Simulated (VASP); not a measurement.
# Al5O8 (a cell with a defect) in VASP: further runs

Runs on Al5O8 (a cell with a defect). Level: LDA. Tasks: single point.

All numbers are computed with VASP 6.6.1; they aren't measurements. Logs are shortened: lines on timing, memory, paths and dates and some standing lists are left out, and cuts for length are marked.

### 1 The cell of the first run

The cell holds a defect, 39 atoms: a = 6.956 Å, b = 6.956 Å, c = 6.956 Å, α = 85.80°, β = 85.80°, γ = 85.80°.

### 2 Single point, LDA

Input file INCAR:

```
SYSTEM = Al5O8
PREC = Accurate
ENCUT = 520
EDIFF = 1E-7
ISMEAR = -1
SIGMA = 0.05
LREAL = Auto
LASPH = .TRUE.
NELM = 100
ALGO = Normal
ISIF = 2
LWAVE = .FALSE.
LCHARG = .FALSE.
GGA = CA
NELECT = 188.0
NBANDS = 120
```

Input file KPOINTS:

```
Automatic mesh
0
G
  2 2 2
  0 0 0
```

Input file POSCAR:

```
Al5O8
1.0
   -4.7351000000     -2.7338110000      4.3003330000
    4.7351000000     -2.7338110000      4.3003330000
    0.0000000000      5.4676230000      4.3003330000
Al O
15 24
Direct
    0.3492577380      0.3517522999      0.3544068333
    0.1489773549      0.1501298121      0.1436959833
    0.6490678768      0.6446029236      0.6522326913
    0.8576997761      0.8545969906      0.8455791001
    0.7187592341      0.7188126648      0.2189667924
    0.1474958215      0.1475479852      0.6477050455
    0.3523390351      0.3523911988      0.8525473072
    0.8541977200      0.3493089109      0.8519090775
    0.6434866550      0.1490290933      0.6502864719
    0.1520241627      0.6491175715      0.1447603622
    0.3453692129      0.8577510000      0.3547540261
    0.3517004253      0.8542484179      0.8494657026
    0.1500763533      0.6435387933      0.6491859109
    0.6445500087      0.1520757209      0.1492740415
    0.8545431051      0.3454218617      0.3579088072
    0.5982398111      0.4013854680      0.7571170477
    0.7515445339      0.5754688439      0.4236652325
    0.4045006605      0.7496177647      0.5973161730
    0.3928977342      0.6014439106      0.2636776761
    0.2500098575      0.3998616030      0.5991573938
    0.5926431235      0.2495016903      0.4064336103
    0.0988628196      0.9010891717      0.7410920163
    0.2408831731      0.0989157384      0.4012460263
    0.9010366527      0.2409348597      0.5990722627
    0.8988783998      0.1182237146      0.2304026719
    0.7301934040      0.8989302839      0.6183815634
    0.1181696620      0.7302479708      0.3990883162
    0.0971052763      0.4045530599      0.2497750993
    0.2569068599      0.5982920472      0.9015422569
    0.9234582754      0.7515987581      0.0756250648
    0.9062233200      0.5926947779      0.7496575357
    0.7634691353      0.3929491885      0.1016002995
    0.0989483804      0.2500624013      0.9000180726
    0.5754159796      0.9235104232      0.2517584860
    0.7495650722      0.0971579424      0.9047097233
    0.4013328298      0.2569605884      0.0984491410
    0.3998088133      0.0990008050      0.7502194686
    0.2494497914      0.9062768911      0.0928517415
    0.6013914339      0.7635200056      0.8931102067
```

Potentials or basis: VASP PAW LDA potentials, release 64 (Al, O).

Launch:

```
$ cat potpaw_LDA.64/Al/POTCAR potpaw_LDA.64/O/POTCAR > POTCAR
$ mpirun -np 1 vasp_std > vasp.out
```

OUTCAR:

```text
SYSTEM = Al5O8
   PREC = Accurate
   ENCUT = 520
   EDIFF = 1E-7
   ISMEAR = -1
   LREAL = Auto
   LASPH = .TRUE.
   NELM = 100
   ISIF = 2
   GGA = CA
   NELECT = 188.0

 ion  position               nearest neighbor table
   1  0.349  0.352  0.354-  20 1.83  21 1.84  19 1.84  36 1.94  28 1.95  23 1.96   2 2.63   6 2.76
                            14 2.76  10 2.78  13 3.17   9 3.19
   2  0.149  0.150  0.144-  25 1.82  33 1.83  38 1.84  23 1.95  36 1.95  28 1.97   1 2.63   7 2.75
                            11 2.76  15 2.78   8 3.17  12 3.19
   3  0.649  0.645  0.652-  17 1.78  16 1.84  18 1.86  26 1.89  39 1.92  31 1.96   4 2.63   8 2.76
                            12 2.78   5 3.03   7 3.18  15 3.21  11 3.27
   4  0.858  0.855  0.846-  30 1.78  22 1.82  35 1.86  26 1.86  39 1.93  31 1.98   3 2.63  13 2.76
                             9 2.78   5 2.82   6 3.15  10 3.21  14 3.27
   5  0.719  0.719  0.219-  30 1.70  17 1.70  34 1.70  39 2.46  19 2.46  32 2.46   4 2.82  11 2.82
                            15 2.82  14 3.03  10 3.03   3 3.03
   6  0.147  0.148  0.648-  22 1.83  23 1.83  24 1.83  37 1.94  33 1.94  20 1.94   7 2.64   8 2.76
                             1 2.76  12 2.76   4 3.15  11 3.15  15 3.15
   7  0.352  0.352  0.853-  16 1.84  29 1.84  36 1.84  37 1.95  20 1.95  33 1.95   6 2.64   9 2.75
                            13 2.75   2 2.75  14 3.18  10 3.18   3 3.18
   8  0.854  0.349  0.852-  33 1.83  31 1.84  32 1.84  16 1.94  35 1.95  24 1.96   9 2.63   6 2.76
                             3 2.76  14 2.78   2 3.17  13 3.19
   9  0.643  0.149  0.650-  26 1.82  37 1.83  21 1.84  24 1.95  16 1.95  35 1.97   8 2.63   7 2.75
[... 23 lines left out ...]
  26  0.730  0.899  0.618-   9 1.82   4 1.86   3 1.89
  27  0.118  0.730  0.399-  13 1.82  11 1.86  10 1.89
  28  0.097  0.405  0.250-  10 1.86  15 1.86   1 1.95   2 1.97
  29  0.257  0.598  0.902-   7 1.84  10 1.84  12 1.94  13 1.95
  30  0.923  0.752  0.076-   5 1.70  10 1.78   4 1.78
  31  0.906  0.593  0.750-  13 1.84   8 1.84   3 1.96   4 1.98
  32  0.763  0.393  0.102-   8 1.84  14 1.92  15 1.93   5 2.46
  33  0.099  0.250  0.900-   2 1.83   8 1.83   6 1.94   7 1.95
  34  0.575  0.924  0.252-   5 1.70  14 1.78  11 1.78
  35  0.750  0.097  0.905-  14 1.86   4 1.86   8 1.95   9 1.97
  36  0.401  0.257  0.098-   7 1.84  14 1.84   1 1.94   2 1.95
  37  0.400  0.099  0.750-   9 1.83  12 1.83   6 1.94   7 1.95
  38  0.249  0.906  0.093-   2 1.84  12 1.84  10 1.96  11 1.98
  39  0.601  0.764  0.893-  12 1.84   3 1.92   4 1.93   5 2.46

  LATTYP: Found a trigonal (rhomboedric) cell.
 ALAT       =     6.9561310011
 COS(alpha) =     0.0732708973

  Lattice vectors:

 A1 = (  -4.7351000000,  -2.7338110000,   4.3003330000)
 A2 = (   4.7351000000,  -2.7338110000,   4.3003330000)
 A3 = (   0.0000000000,   5.4676230000,   4.3003330000)

Analysis of symmetry for initial positions (statically):
=====================================================================
 Subroutine PRICEL returns:
 Original cell was already a primitive cell.

 Routine SETGRP: Setting up the symmetry group for a
 trigonal (rhombohedral) supercell.

 Subroutine GETGRP returns: Found  3 space group operations
 (whereof  1 operations were pure point group operations)
 out of a pool of 12 trial point group operations.

The static configuration has the point symmetry C_1 .
 The point group associated with its full space group is C_3 .

Analysis of symmetry for dynamics (positions and initial velocities):
=====================================================================
 Subroutine PRICEL returns:
 Original cell was already a primitive cell.

 Routine SETGRP: Setting up the symmetry group for a
 trigonal (rhombohedral) supercell.

 Subroutine GETGRP returns: Found  3 space group operations
 (whereof  1 operations were pure point group operations)
 out of a pool of 12 trial point group operations.

The dynamic configuration has the point symmetry C_1 .
 The point group associated with its full space group is C_3 .

 Subroutine INISYM returns: Found  3 space group operations
 (whereof  1 operations are pure point group operations),
 and found     1 'primitive' translations

----------------------------------------------------------------------------------------

                                     Primitive cell

  volume of cell :     334.0035

  direct lattice vectors                    reciprocal lattice vectors
    -4.735100000 -2.733811000  4.300333000    -0.105594391 -0.060964948  0.077513382
     4.735100000 -2.733811000  4.300333000     0.105594391 -0.060964948  0.077513382
[... 89 lines left out ...]

 KPOINTS: Automatic mesh

Automatic generation of k-mesh.
 Grid dimensions read from file:
 generate k-points for:    2    2    2

 Generating k-lattice:

  Cartesian coordinates                     Fractional coordinates (reciprocal lattice)
    -0.052797195 -0.030482474  0.038756691     0.500000000  0.000000000 -0.000000000
     0.052797195 -0.030482474  0.038756691     0.000000000  0.500000000 -0.000000000
     0.000000000  0.060964948  0.038756684    -0.000000000 -0.000000000  0.500000000

  Length of vectors
     0.072241305  0.072241305  0.072241300

  Shift w.r.t. Gamma in fractional coordinates (k-lattice)
     0.000000000  0.000000000  0.000000000

 Subroutine IBZKPT returns following result:
 ===========================================

 Found      4 irreducible k-points:

 Following reciprocal coordinates:
            Coordinates               Weight
  0.000000  0.000000  0.000000      1.000000
  0.500000  0.000000  0.000000      3.000000
  0.500000  0.500000  0.000000      3.000000
  0.500000  0.500000  0.500000      1.000000
   k-points           NKPTS =      4   k-points in BZ     NKDIM =      4   number of bands    NBANDS=    120
   number of dos      NEDOS =    301   number of ions     NIONS =     39
   total plane-waves  NPLWV = 157464
   dimension x,y,z NGX =    54 NGY =   54 NGZ =   54
   dimension x,y,z NGXF=   108 NGYF=  108 NGZF=  108
   ions per type =              15  24
   NGX,Y,Z   is equivalent  to a cutoff of  12.91, 12.91, 12.91 a.u.
   NGXF,Y,Z  is equivalent  to a cutoff of  25.81, 25.81, 25.81 a.u.
 SYSTEM =  Al5O8
   PREC   = accura    normal or accurate (medium, high low for compatibility)
   ISTART =      0    job   : 0-new  1-cont  2-samecut
   ICHARG =      2    charge: 1-file 2-atom 10-const
   ISPIN  =      1    spin polarized calculation?
   LNONCOLLINEAR =      F non collinear calculations
   LSORBIT =      F    spin-orbit coupling
   LASPH  =      T    aspherical Exc in radial PAW
   ENCUT  =  520.0 eV  38.22 Ry    6.18 a.u.  12.93 12.93 12.93*2*pi/ulx,y,z
   NELM   =    100;   NELMIN=  2; NELMDL= -5     # of ELM steps
   EDIFF  = 0.1E-06   stopping-criterion for ELM
   LREAL  =      T    real-space projection
   EDIFFG = 0.1E-05   stopping-criterion for IOM
   NSW    =      0    number of steps for IOM
   IBRION =     -1    ionic relax: 0-MD 1-quasi-New 2-CG
   NFREE  =      0    steps in history (QN), initial steepest desc. (CG)
   ISIF   =      2    stress and relaxation
   ISYM   =      2    0-nonsym 1-usesym 2-fastsym
   POTIM  = 0.5000    time-step for ionic-motion
   TEBEG  =    0.0;   TEEND  =   0.0 temperature during run
   PSTRESS=    0.0 pullay stress
   NELECT =     188.0000    total number of electrons
   NUPDOWN=      -1.0000    fix difference up-down
   EMIN   =  10.00;   EMAX   =-10.00  energy-range for DOS
   EFERMI =   0.00;   METHOD = LEGACY
   ISMEAR =    -1;   SIGMA  =   0.05  broadening in eV -4-tet -1-fermi 0-gaus
   EFERMI_NEDOS =   21; number of points for ismear=-14 and -15
   IALGO  =     38    algorithm
   IMIX   =      4    mixing-type and parameters
     AMIX     =   0.40;   BMIX     =  1.00
     AMIX_MAG =   1.60;   BMIX_MAG =  1.00
  volume/ion in A,a.u.               =       8.56        57.79
  Fermi-wavevector in a.u.,A,eV,Ry     =   1.351690  2.554324 24.858740  1.827066
  Thomas-Fermi vector in A             =   2.479091
   LORBIT       =      0    0 simple, 1 ext, 2 COOP (PROOUT), +10 PAW based schemes
   GGA     = CA    functional components
   LHFCALC =     F    Hartree Fock is set to
   AEXX    =    0.0000 exact exchange contribution
   IVDW    =     0    specifies the selected vdW correction
   LEPSILON=     F    determine dielectric tensor
   LRPA    =     F    only Hartree local field effects (RPA)
 non-spin polarized calculation
  energy-cutoff  :      520.00
  volume of cell :      334.00
 maximum number of plane-waves:      9016
 NGX is ok and might be reduce to    54
   NGX = 25   NGY = 25   NGZ = 25

 number of electron     188.0000048 magnetization

 Free energy of the ion-electron system (eV)
  ---------------------------------------------------
  ext. energy  EPLUGINS =         0.00000000
  ---------------------------------------------------
  free energy    TOTEN  =      -319.45421461 eV

  energy without entropy =     -319.35735772  energy(sigma->0) =     -319.40578617

 E-fermi :   5.4291     XC(G=0): -12.0334

 val. band max:        5.3810421310   @ k =   0.5000   0.0000   0.0000
 cond. band min:       5.4371726769   @ k =   0.5000   0.0000   0.0000
 fundamental gap:      0.0561305459
 Fermi energy:         5.4291148996

 k-point     1 :       0.0000    0.0000    0.0000
  band No.  band energies     occupation
      1     -13.8155      2.00000
      2     -12.7272      2.00000
      3     -12.7271      2.00000
      4     -12.4734      2.00000
      5     -12.0463      2.00000
      6     -12.0462      2.00000
[... 425 lines left out ...]
    105      15.2333      0.00000
    106      15.2337      0.00000
 [bands above 106 left out]

------------------------ aborting loop because EDIFF is reached ----------------------------------------

  FORCE on cell =-STRESS in cart. coord.  units (eV):
  Direction    XX          YY          ZZ          XY          YZ          ZX
  --------------------------------------------------------------------------------------
  -------------------------------------------------------------------------------------
  Total        1.2060206      1.2060207     -2.5626161      0.0000002     -0.0000002      0.0000000
  in kB        5.7851456      5.7851459    -12.2925817      0.0000009     -0.0000010      0.0000000
  external PRESSURE =      -0.2407634 kB  Pullay stress =       0.0000000 kB

 VOLUME and BASIS-vectors are now :
 -----------------------------------------------------------------------------
  energy-cutoff  :      520.00
  volume of cell :      334.00
      direct lattice vectors                 reciprocal lattice vectors
    -4.735100000 -2.733811000  4.300333000    -0.105594391 -0.060964948  0.077513382
     4.735100000 -2.733811000  4.300333000     0.105594391 -0.060964948  0.077513382
     0.000000000  5.467623000  4.300333000     0.000000000  0.121929897  0.077513368

 POSITION                                       TOTAL-FORCE (eV/Angst)
 -----------------------------------------------------------------------------------
      0.01181      0.02133      4.53864         0.003907     -0.039786      0.016157
      0.00546     -0.03203      1.90420        -0.013688     -0.003187      0.019123
     -0.02114      0.02951      8.36803         0.014767     -0.083235      0.045100
     -0.01469     -0.05779     10.99972         0.014539     -0.033182      0.072919
      0.00025     -2.73282      7.12367         0.000000     -0.000000     -1.713373
      0.00025      2.73481      4.05413         0.000000      0.000000      0.031263
[... 31 lines left out ...]
      3.11014     -2.65186      5.36930        -0.005612      0.002946      0.024154
      0.76769      1.15178      9.71024        -0.104042      0.260974      0.132504
 -----------------------------------------------------------------------------------
    total drift:                                0.007010      0.003233     -0.028880

  FREE ENERGIE OF THE ION-ELECTRON SYSTEM (eV)
  ---------------------------------------------------
  free  energy   TOTEN  =      -319.4542146057 eV

  energy  without entropy=     -319.3573577247  energy(sigma->0) =     -319.40578617
```

Wall time 12 min (1 thread of Oxide Virtual Turin-like, shared host); peak memory 0.32 GiB.

What came out:

| Item | Value |
| --- | --- |
| Free energy | -319.4542 eV |
| Largest force | 1.713 eV/Å |

Forces in eV/Å, atoms in the order of the input:
```
Al   0.004 -0.040  0.016
Al  -0.014 -0.003  0.019
Al   0.015 -0.083  0.045
Al   0.015 -0.033  0.073
Al   0.000  0.000 -1.713
Al   0.000  0.000  0.031
Al   0.000  0.000  0.039
Al   0.033  0.023  0.016
Al   0.010 -0.010  0.019
Al   0.065  0.054  0.045
Al   0.021  0.029  0.073
Al  -0.036  0.017  0.016
Al   0.004  0.013  0.019
Al  -0.079  0.029  0.045
Al  -0.036  0.004  0.073
O    0.007 -0.040  0.010
O   -0.025 -0.049  0.078
O   -0.027  0.017  0.060
O   -0.174 -0.221  0.133
O   -0.011 -0.007  0.019
O    0.000 -0.006  0.024
O   -0.017 -0.010  0.034
O    0.017 -0.010  0.034
O    0.000  0.020  0.034
O    0.024 -0.058  0.036
O    0.038  0.050  0.036
O   -0.062  0.008  0.036
O   -0.002 -0.032  0.060
O    0.031  0.026  0.010
O    0.055  0.003  0.078
O    0.005  0.003  0.024
O    0.278 -0.040  0.133
O    0.012 -0.006  0.019
O   -0.030  0.046  0.078
O    0.028  0.015  0.060
O   -0.038  0.014  0.010
O   -0.001  0.013  0.019
O   -0.006  0.003  0.024
O   -0.104  0.261  0.133
```

Caveat: the k points lie up to 0.45 Å⁻¹ apart; the cell carries a net charge on a neutralising background, which shifts energy and pressure; the cell is charged against a uniform background, so pressure and absolute levels hang on convention.

(Part 1 of 2 ends here.)
